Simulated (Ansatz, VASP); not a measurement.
## Al2ClF: VASP beside Ansatz

File INCAR:

```
SYSTEM = Al2ClF
  PREC = Accurate
  ENCUT = 520
  EDIFF = 1E-6
  ISMEAR = 0
  SIGMA = 0.1
  LREAL = .False.
  LASPH = .True.
  NELM = 60
  ALGO = Normal
  ISIF = 2
  LWAVE = .False.
  LCHARG = .False.
  GGA = PE
  NBANDS = 18
```

KPOINTS

```
Automatic mesh
0
Gamma
  6 6 4
  0 0 0
```

Contents of POSCAR:

```
Al2ClF
1.0
    4.5568697500      0.0000000000      0.0000000000
   -2.2784348800      3.9463649700      0.0000000000
    0.0000000000      0.0000000000      4.1587342800
Al Cl F
2 1 1
Direct
    0.6666666700      0.3333333300      0.0000000000
    0.3333333300      0.6666666700      0.0000000000
    0.0000000000      0.0000000000      0.0000000000
    0.0000000000      0.0000000000      0.5000000000
```

Input for Ansatz:

```yaml
crystal:
  lattice:
    - [4.55686975, 0.0, 0.0]
    - [-2.27843488, 3.94636497, 0.0]
    - [0.0, 0.0, 4.15873428]
  atoms:
    - { symbol: Al, position: [0.66666667, 0.33333333, 0.0] }
    - { symbol: Al, position: [0.33333333, 0.66666667, 0.0] }
    - { symbol: Cl, position: [0.0, 0.0, 0.0] }
    - { symbol: F, position: [0.0, 0.0, 0.5] }
basis:
  ecutwfc: 420
kpoints:
  mp_grid: { grid: [6, 6, 4] }
hamiltonian:
  xc: pbe
scf:
  occupations: { method: gaussian, width: 0.1 }
  lower_state_search: "off"
output:
  forces: true
  stress: true
  eigenvalues: true
```

Alike in both runs: task single point; functional PBE; k mesh 6 × 6 × 4; occupations gaussian, width 0.1 eV; no spin polarisation.

```csv
,VASP,Ansatz
version,VASP 6.6.1,Ansatz 0.2.0
potentials or method,"VASP PAW PBE potentials, release 64 (Al, Cl, F), cutoff 520 eV","scalar-relativistic, plane waves, PAW"
valence electrons in the cell,20,20
```

Ansatz gave:

| Item | Value |
| --- | --- |
| gap on the k mesh at the Fermi level (eV) | none |
| pressure (GPa) | 13.8 |
| traceless stress, the component that is largest in VASP (GPa) | 2.19 |

Task: What did VASP give for the same quantities?

Result: gap on the k mesh at the Fermi level (eV): none; pressure (GPa): 13.7; traceless stress, the component that is largest in VASP (GPa): 2.12.

A gap of «none» marks a metal or a gap that the smearing closes.

The k mesh is coarse, so the values compare programs but aren't converged.
